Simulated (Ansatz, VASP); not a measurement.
Al2Au in VASP and in Ansatz

Contents of INCAR:

```
PREC     = Accurate       # precision mode
ENCUT    = 520            # plane-wave cutoff, eV
EDIFF    = 1E-8           # SCF threshold, eV
ISMEAR   = -1             # smearing method
SIGMA    = 0.05           # smearing width, eV
LREAL    = False          # projectors in reciprocal space
LASPH    = True           # aspherical terms in the spheres
NELM     = 100            # most SCF steps
ALGO     = Normal         # electronic algorithm
ISIF     = 2              # what is computed and relaxed
LWAVE    = False          # write WAVECAR
LCHARG   = False          # write CHGCAR
LEFG     = True         
NBANDS   = 16             # bands
```

Contents of KPOINTS:

```
regular mesh
0
Gamma
  11 11 11
```

The input POSCAR:

```
Al2Au
1.0
    0.0000000000      3.0198681287      3.0198681287
    3.0198681287      0.0000000000      3.0198681287
    3.0198681287      3.0198681287      0.0000000000
Al Au
2 1
Direct
    0.2500000000      0.2500000000      0.2500000000
    0.7500000000      0.7500000000      0.7500000000
    0.0000000000      0.0000000000      0.0000000000
```

Input for Ansatz:

```yaml
crystal:
  lattice:
    - [0.0, 3.0198681287, 3.0198681287]
    - [3.0198681287, 0.0, 3.0198681287]
    - [3.0198681287, 3.0198681287, 0.0]
  atoms:
    - { symbol: Al, position: [0.25, 0.25, 0.25] }
    - { symbol: Al, position: [0.75, 0.75, 0.75] }
    - { symbol: Au, position: [0.0, 0.0, 0.0] }
kpoints:
  mp_grid: { grid: [11, 11, 11] }
scf:
  occupations: { method: fermi_dirac, width: 0.05 }
hamiltonian:
  xc: lda
  pseudopotentials: { kind: paw }
output:
  forces: true
  stress: true
  eigenvalues: true
  efg: { contact_densities: true }
```

Change from the starting cell: volume scaled by 1.02, PAW files.

Alike in both runs: task electric field gradients; functional LDA; k mesh 11 × 11 × 11; occupations fermi-dirac, width 0.05 eV; no spin polarisation.

|  | VASP | Ansatz |
| --- | --- | --- |
| version | VASP 6.6.1 | Ansatz 0.2.0 |
| potentials or method | VASP PAW LDA potentials, release 64 (Al, Au) | PAW with Ansatz's default frozen-core files, scalar-relativistic |
| plane-wave cutoff (eV) | 520 | 420 |
| valence electrons in the cell | 17 | 25 |

VASP gave:

- pressure (GPa): -4.4

Problem. What did Ansatz give for the same quantities?

Solution. Pressure (GPa): -4.6.

LDA's correlation is that of Perdew and Zunger in VASP and of Perdew and Wang (1992) in Ansatz. VASP's potentials hold 17 valence electrons a cell and Ansatz's 25, so a difference there can come from the potentials and not from the codes.

Neither program's run includes spin-orbit coupling.
